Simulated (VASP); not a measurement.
# Ni (Fm-3m) in VASP: notebook, part 2 of 2

VASP 6.6.1.

## (4) Single point, LDA, collinear spin, ferromagnetic start (10.04 Å³/atom)

This run uses another cell than the first one, of 10.04 Å³/atom.

Contents of INCAR:

```
  PREC = Accurate
  ENCUT = 520
  EDIFF = 1E-7
  ISMEAR = 0
  SIGMA = 0.15
  LREAL = F
  LASPH = T
  NELM = 150
  ALGO = Normal
  ISIF = 2
  LWAVE = F
  LCHARG = T
  ISPIN = 2
  MAGMOM = 0.875
  LORBIT = 11
  NUPDOWN = 0.875
  LMAXMIX = 4
  LELF = T
  LVHAR = T
  NBANDS = 15
```

Contents of KPOINTS:

```
Automatic mesh
0
Gamma
  24 24 24
```

Contents of POSCAR:

```
Ni
1.0
    0.0000000000      1.7121260312      1.7121260312
    1.7121260312      0.0000000000      1.7121260312
    1.7121260312      1.7121260312      0.0000000000
Ni
1
Direct
    0.0000000000      0.0000000000      0.0000000000
```

Potentials or basis: VASP PAW LDA potentials, release 64 (Ni).

Run with:

```sh
$ cat potpaw_LDA.64/Ni/POTCAR > POTCAR
$ mpirun -np 1 vasp_std > vasp.out
```

OUTCAR:

```text
PREC = Accurate
   ENCUT = 520
   EDIFF = 1E-7
   ISMEAR = 0
   LREAL = F
   LASPH = T
   NELM = 150
   ISIF = 2
   ISPIN = 2
   LORBIT = 11
   NUPDOWN = 0.875

 ion  position               nearest neighbor table
   1  0.000  0.000  0.000-

  LATTYP: Found a face centered cubic cell.
 ALAT       =     3.4242520624

  Lattice vectors:

 A1 = (   0.0000000000,   1.7121260312,   1.7121260312)
 A2 = (   1.7121260312,   0.0000000000,   1.7121260312)
 A3 = (   1.7121260312,   1.7121260312,   0.0000000000)

Analysis of symmetry for initial positions (statically):
=====================================================================
 Subroutine PRICEL returns:
 Original cell was already a primitive cell.

 Routine SETGRP: Setting up the symmetry group for a
 face centered cubic supercell.

 Subroutine GETGRP returns: Found 48 space group operations
 (whereof 48 operations were pure point group operations)
 out of a pool of 48 trial point group operations.

The static configuration has the point symmetry O_h .

Analysis of symmetry for dynamics (positions and initial velocities):
=====================================================================
 Subroutine PRICEL returns:
 Original cell was already a primitive cell.

 Routine SETGRP: Setting up the symmetry group for a
 face centered cubic supercell.

 Subroutine GETGRP returns: Found 48 space group operations
 (whereof 48 operations were pure point group operations)
 out of a pool of 48 trial point group operations.

The dynamic configuration has the point symmetry O_h .

Analysis of structural, dynamic, and magnetic symmetry:
=====================================================================
 Subroutine PRICEL returns:
 Original cell was already a primitive cell.

 Routine SETGRP: Setting up the symmetry group for a
 face centered cubic supercell.

 Subroutine GETGRP returns: Found 48 space group operations
 (whereof 48 operations were pure point group operations)
 out of a pool of 48 trial point group operations.

The overall configuration has the point symmetry O_h .

 Subroutine INISYM returns: Found 48 space group operations
 (whereof 48 operations are pure point group operations),
 and found     1 'primitive' translations

----------------------------------------------------------------------------------------

                                     Primitive cell

  volume of cell :      10.0378

  direct lattice vectors                    reciprocal lattice vectors
     0.000000000  1.712126031  1.712126031    -0.292034576  0.292034576  0.292034576
     1.712126031  0.000000000  1.712126031     0.292034576 -0.292034576  0.292034576
     1.712126031  1.712126031  0.000000000     0.292034576  0.292034576 -0.292034576

  length of vectors
     2.421311854  2.421311854  2.421311854     0.505818724  0.505818724  0.505818724

  position of ions in fractional coordinates (direct lattice)
     0.000000000  0.000000000  0.000000000

  ion indices of the primitive-cell ions
   primitive index   ion index
                 1           1

----------------------------------------------------------------------------------------

 KPOINTS: Automatic mesh

Automatic generation of k-mesh.
 Grid dimensions read from file:
 generate k-points for:   24   24   24
[... 73 lines left out ...]
   TEBEG  =    0.0;   TEEND  =   0.0 temperature during run
   PSTRESS=    0.0 pullay stress
   NELECT =      10.0000    total number of electrons
   NUPDOWN=       0.8750    fix difference up-down
   EMIN   =  10.00;   EMAX   =-10.00  energy-range for DOS
   EFERMI =   0.00;   METHOD = LEGACY
   ISMEAR =     0;   SIGMA  =   0.15  broadening in eV -4-tet -1-fermi 0-gaus
   EFERMI_NEDOS =   21; number of points for ismear=-14 and -15
   IALGO  =     38    algorithm
   IMIX   =      4    mixing-type and parameters
     AMIX     =   0.40;   BMIX     =  1.00
     AMIX_MAG =   1.60;   BMIX_MAG =  1.00
  volume/ion in A,a.u.               =      10.04        67.74
  Fermi-wavevector in a.u.,A,eV,Ry     =   1.635043  3.089783 36.373335  2.673365
  Thomas-Fermi vector in A             =   2.726581
   LORBIT       =     11    0 simple, 1 ext, 2 COOP (PROOUT), +10 PAW based schemes
   GGA     = CA    functional components
   LHFCALC =     F    Hartree Fock is set to
   AEXX    =    0.0000 exact exchange contribution
   IVDW    =     0    specifies the selected vdW correction
   LEPSILON=     F    determine dielectric tensor
   LRPA    =     F    only Hartree local field effects (RPA)
 spin polarized calculation
 Gauss-broadening in eV      SIGMA  =   0.15
  energy-cutoff  :      520.00
  volume of cell :       10.04
 maximum number of plane-waves:       290
 NGX is ok and might be reduce to    18
   NGX =  9   NGY =  9   NGZ =  9

 number of electron      10.0000000 magnetization       0.8750000

 number of electron       9.9999991 magnetization       0.8749999

 Free energy of the ion-electron system (eV)
  ---------------------------------------------------
  ext. energy  EPLUGINS =         0.00000000
  ---------------------------------------------------
  free energy    TOTEN  =        -6.52525136 eV

  energy without entropy =       -6.50971475  energy(sigma->0) =       -6.51748306

 E-fermi :  10.1520     XC(G=0): -14.1062

 val. band max:       11.0465780658   @ k =   0.5000   0.1250   0.0417
 cond. band min:      10.1560133695   @ k =   0.4583   0.2917   0.0833
 fundamental gap:     -0.8905646963
 Fermi energy:        11.0579753496

 spin component 1

 k-point     1 :       0.0000    0.0000    0.0000
  band No.  band energies     occupation
      1       0.6272      1.00000
      2       7.4583      1.00000
      3       7.4583      1.00000
      4       7.4583      1.00000
      5       8.7372      1.00000
      6       8.7372      1.00000
      7      34.6510      0.00000
      8      39.0347      0.00000
      9      39.0347      0.00000
     10      39.0347      0.00000
     11      42.2623      0.00000
     12      42.2623      0.00000
     13      42.2623      0.00000
     14      45.2845      0.00000
[... 403 lines left out ...]
      4       8.7936      1.00000
      5       9.4955      1.00000
      6       9.9634      1.00000
      7      17.1991      0.00000
      8      32.9667      0.00000
      9      35.2063      0.00000
     10      35.9638      0.00000
     11      39.7290      0.00000
     12      40.2743      0.00000
     13      46.1450      0.00000
     14      54.8817      0.00000
     15      56.5852      0.00000

 [... further k-points ...]

 spin component 2

 k-point     1 :       0.0000    0.0000    0.0000
  band No.  band energies     occupation
      1       0.7599      1.00000
      2       8.3042      1.00000
      3       8.3042      1.00000
      4       8.3042      1.00000
      5       9.5499      1.00000
      6       9.5499      1.00000
      7      34.7112      0.00000
      8      39.1747      0.00000
      9      39.1747      0.00000
     10      39.1747      0.00000
     11      42.5540      0.00000
     12      42.5540      0.00000
     13      42.5540      0.00000
     14      45.3435      0.00000
[... 403 lines left out ...]
      4       9.2292      1.00000
      5      10.4009      0.00947
      6      10.6368      0.00000
      7      17.7053      0.00000
      8      33.0409      0.00000
      9      35.4408      0.00000
     10      36.1927      0.00000
     11      39.9627      0.00000
     12      40.5103      0.00000
     13      46.4653      0.00000
     14      55.9713      0.00000
     15      57.5663      0.00000

 [... further k-points ...]

------------------------ aborting loop because EDIFF is reached ----------------------------------------

  FORCE on cell =-STRESS in cart. coord.  units (eV):
  Direction    XX          YY          ZZ          XY          YZ          ZX
  --------------------------------------------------------------------------------------
  -------------------------------------------------------------------------------------
  Total        0.1488314      0.1488314      0.1488314      0.0000000      0.0000000      0.0000000
  in kB       23.7557044     23.7557044     23.7557044      0.0000000      0.0000000      0.0000000
  external PRESSURE =      23.7557044 kB  Pullay stress =       0.0000000 kB

 VOLUME and BASIS-vectors are now :
 -----------------------------------------------------------------------------
  energy-cutoff  :      520.00
  volume of cell :       10.04
      direct lattice vectors                 reciprocal lattice vectors
     0.000000000  1.712126031  1.712126031    -0.292034576  0.292034576  0.292034576
     1.712126031  0.000000000  1.712126031     0.292034576 -0.292034576  0.292034576
     1.712126031  1.712126031  0.000000000     0.292034576  0.292034576 -0.292034576

 POSITION                                       TOTAL-FORCE (eV/Angst)
 -----------------------------------------------------------------------------------
      0.00000      0.00000      0.00000        -0.000000     -0.000000      0.000000
 -----------------------------------------------------------------------------------
    total drift:                                0.000000     -0.000000      0.000000

  FREE ENERGIE OF THE ION-ELECTRON SYSTEM (eV)
  ---------------------------------------------------
  free  energy   TOTEN  =        -6.5252513589 eV

  energy  without entropy=       -6.5097147541  energy(sigma->0) =       -6.51748306

 total charge

# of ion       s       p       d       tot
------------------------------------------
    1        0.544   0.590   8.334   9.468

 magnetization (x)

# of ion       s       p       d       tot
------------------------------------------
    1        0.005   0.003   0.856   0.865
```

It took 4.3 min on 1 thread of AMD EPYC 7R13, shared host; peak memory 0.17 GiB.

What came out:

```yaml
Free_energy: -6.5253 eV
Pressure: 2.4 GPa
Net_moment: 0.87 μB per cell
Site_moments: Ni +0.86 μB
Valence_electrons_inside_the_program's_atomic_spheres: Ni 9.47
```

Caveat: the total moment is fixed, so each spin has its own Fermi level.

## (5) Single point, LDA, collinear spin, ferromagnetic start (10.04 Å³/atom)

This run uses another cell than the first one, of 10.04 Å³/atom.

Contents of INCAR:

```
SYSTEM = Ni
PREC     = Accurate       ! precision mode
ENCUT    = 520            ! plane-wave cutoff, eV
EDIFF    = 1E-6           ! SCF threshold, eV
ISMEAR   = 0              ! smearing method
SIGMA    = 0.15           ! smearing width, eV
LREAL    = .FALSE.        ! projectors in reciprocal space
LASPH    = .TRUE.         ! aspherical terms in the spheres
NELM     = 150            ! most SCF steps
ALGO     = Normal         ! electronic algorithm
ISIF     = 2              ! what is computed and relaxed
LWAVE    = .FALSE.        ! write WAVECAR
LCHARG   = .FALSE.        ! write CHGCAR
ISPIN    = 2              ! spin polarisation
MAGMOM   = 0.625          ! initial moments
LORBIT   = 11             ! projections on sites
NUPDOWN  = 0.625          ! fixed moment
LMAXMIX  = 4              ! l up to which the mixer works
GGA      = CA             ! functional
NBANDS   = 15             ! bands
```

Contents of KPOINTS:

```
regular mesh
0
G
  24 24 24
  0 0 0
```

POSCAR is that of step 4.

Run with:

```sh
$ cat potpaw_LDA.64/Ni/POTCAR > POTCAR
$ mpirun -np 1 vasp_std > vasp.out
```

Run time: 3.6 min. Hardware: 1 thread of AMD EPYC 7R13, shared host; peak memory 0.17 GiB.

Results (log left out):

- Free energy: -6.5868 eV
- Pressure: 0.1 GPa
- Net moment: 0.62 μB per cell
- Site moments: Ni +0.62 μB
- Valence electrons inside the program's atomic spheres: Ni 9.47

Caveat: the total moment is fixed, so each spin has its own Fermi level.

## (6) Overview

```csv
spin,fixed moment (μB),cell,pressure (GPa),moment (μB)
"collinear, ferromagnetic start",1.0,"a = 2.266 Å, angles 60.0°, 1 atom",88.5,1.00
collinear,0.125,"a = 2.266 Å, angles 60.0°, 1 atom",79.2,0.12
"collinear, ferromagnetic start",0.875,"a = 2.421 Å, angles 60.0°, 1 atom",2.4,0.87
"collinear, ferromagnetic start",0.625,"a = 2.421 Å, angles 60.0°, 1 atom",0.1,0.62
```

Alike in all rows: task single point; level LDA; potentials or basis VASP PAW LDA potentials, release 64 (Ni); k mesh 24 × 24 × 24; cutoff (eV) 520; smearing gaussian 0.15 eV.

Caveats: the total moment is fixed, so each spin has its own Fermi level; the cell stands under pressure (at least some runs).

Absolute energies hang on the potentials; compare differences alone.
